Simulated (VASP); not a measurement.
Crystal: C.

```
CELL_PARAMETERS angstrom
1.22803 0.70900 3.34701
-1.22803 0.70900 3.34701
0.00000 -1.41800 3.34701
ATOMIC_POSITIONS crystal
C 0.83600 0.83600 0.83600
C 0.16400 0.16400 0.16400
```

- Program: VASP 6.6.1
- Task: relaxation of cell and atoms
- Functional: LDA
- Potentials or basis: VASP PAW LDA potentials, release 64 (C)
- Cutoff: 600 eV
- k mesh: 11 × 11 × 11
- Occupations: gaussian, width 0.02 eV
- Spin: no spin polarisation

At the start: pressure -3.8 GPa; volume 8.74 Å³/atom.

Problem. Where does the relaxation end?

Solution. Over 6 steps the energy falls by 13.1 meV/atom and the volume is 8.65 Å³/atom (-1.0 %); space group R-3m (No. 166, to 0.1 Å) before and after.

Step by step:
| step | energy change (eV) | largest force (eV/Å) | pressure (GPa) | volume (Å³) |
| --- | --- | --- | --- | --- |
| 1 | 0.0000 | 0.9074 | -3.79 | 17.48 |
| 2 | -0.0031 | 0.5961 | 8.26 | 16.97 |
| 3 | -0.0245 | 0.1278 | 2.39 | 17.22 |
| 4 | -0.0218 | 0.2075 | -4.25 | 17.46 |
| 5 | -0.0263 | 0.0006 | -0.26 | 17.31 |
| 6 | -0.0263 | 0.0017 | -0.16 | 17.31 |

Final structure:
```
C
1.0
     1.22306    0.70614    3.33978
    -1.22306    0.70614    3.33978
     0.00000   -1.41227    3.33978
C
2
Direct
  0.83339 0.83339 0.83339
  0.16661 0.16661 0.16661
```
